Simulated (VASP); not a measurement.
A run of VASP 6.6.1 is set up as follows.

File INCAR:

```
ALGO     = Normal         # electronic algorithm
EDIFF    = 1E-7           # SCF threshold, eV
ENCUT    = 520            # plane-wave cutoff, eV
GGA      = PE             # functional
ISIF     = 2              # what is computed and relaxed
ISMEAR   = 1              # smearing method
LASPH    = True           # aspherical terms in the spheres
LCHARG   = True           # write CHGCAR
LELF     = True           # ELF
LREAL    = False          # projectors in reciprocal space
LVHAR    = True         
LWAVE    = False          # write WAVECAR
NBANDS   = 73             # bands
NELM     = 60             # most SCF steps
PREC     = Accurate       # precision mode
SIGMA    = 0.1            # smearing width, eV
```

Contents of KPOINTS:

```
k-points
0
Gamma
  16 16 1
```

Contents of POSCAR:

```
Mo
1.0
    3.1600000000      0.0000000000      0.0000000000
    0.0000000000      3.1600000000      0.0000000000
    0.0000000000      0.0000000000     24.6400000000
Mo
9
Direct
    0.0000000000      0.0000000000      0.2501588405
    0.5000000000      0.5000000000      0.3061042805
    0.0000000000      0.0000000000      0.3721497598
    0.5000000000      0.5000000000      0.4360804107
    0.0000000000      0.0000000000      0.5000000000
    0.5000000000      0.5000000000      0.5639195893
    0.0000000000      0.0000000000      0.6278502402
    0.5000000000      0.5000000000      0.6938957195
    0.0000000000      0.0000000000      0.7498411595
```

Potentials or basis: VASP PAW PBE potentials, release 64 (Mo_sv).

Run with:

```sh
$ cat potpaw_PBE.64/Mo_sv/POTCAR > POTCAR
$ mpirun -np 1 vasp_std > vasp.out
```

**Question.** Estimate the band gap on the k mesh.

**Answer.** Zero (bands 63 and 64 overlap by 1.77 eV).

**Question.** What does it give for the largest force?

**Answer.** 0.048 eV/Å.

Forces on the atoms (eV/Å):
```
Mo   0.000  0.000 -0.048
Mo   0.000  0.000  0.016
Mo   0.000  0.000 -0.002
Mo   0.000  0.000 -0.014
Mo   0.000  0.000  0.000
Mo   0.000  0.000  0.014
Mo   0.000  0.000  0.002
Mo   0.000  0.000 -0.016
Mo   0.000  0.000  0.048
```
